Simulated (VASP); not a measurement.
Wanted: the native input for a VASP 6.6.1 run.

| Property | Result |
| --- | --- |
| Task | single point |
| Functional | PBE |
| Potentials or basis | VASP PAW PBE potentials, release 64 (Cd, F) |
| Cutoff | 520 eV |
| k mesh | 8 × 8 × 8 |
| Occupations | fermi-dirac, width 0.02 eV |
| Spin | no spin polarisation |
| Dipole correction | no |
| Further INCAR settings | ALGO = Normal; EDIFF = 1e-06; NBANDS = 20 |

The structure of CdF2 lies in POSCAR:

```
CdF2
1.0
   -0.0153568128      2.6941776810      2.6941776810
    2.6941776810     -0.0153568128      2.6941776810
    2.6788208683      2.6788208683      0.0000000000
Cd F
1 2
Direct
    0.0000000000      0.0000000000      0.0000000000
    0.2506371142      0.2506371142      0.2493628858
    0.7493628858      0.7493628858      0.7506371142
```

This cell differs from its parent crystal: shear xy strain -1.1%.

The input as run:

INCAR

```
SYSTEM = CdF2
PREC = Accurate
ENCUT = 520
EDIFF = 1E-6
ISMEAR = -1
SIGMA = 0.02
LREAL = .FALSE.
LASPH = .TRUE.
NELM = 100
ALGO = Normal
ISIF = 2
LWAVE = .FALSE.
LCHARG = .FALSE.
GGA = PE
NBANDS = 20
```

KPOINTS

```
regular mesh
0
G
  8 8 8
  0 0 0
```

Potentials or basis: VASP PAW PBE potentials, release 64 (Cd, F).

Launch:

```console
$ cat potpaw_PBE.64/Cd/POTCAR potpaw_PBE.64/F/POTCAR > POTCAR
$ mpirun -np 1 vasp_std > vasp.out
```

It gave:

| Quantity | Value |
| --- | --- |
| Pressure | 6.2 GPa |
| Largest force | 0.008 eV/Å |
| Band gap on the k mesh | 3.07 eV, indirect (least direct gap 3.55 eV) |

Caveat: the cell differs from its parent crystal (shear xy strain -1.1%).

It took 38 s on 1 thread of Intel(R) Xeon(R) Platinum 8488C (Sapphire Rapids), with other jobs on the host, peak memory 0.2 GiB.
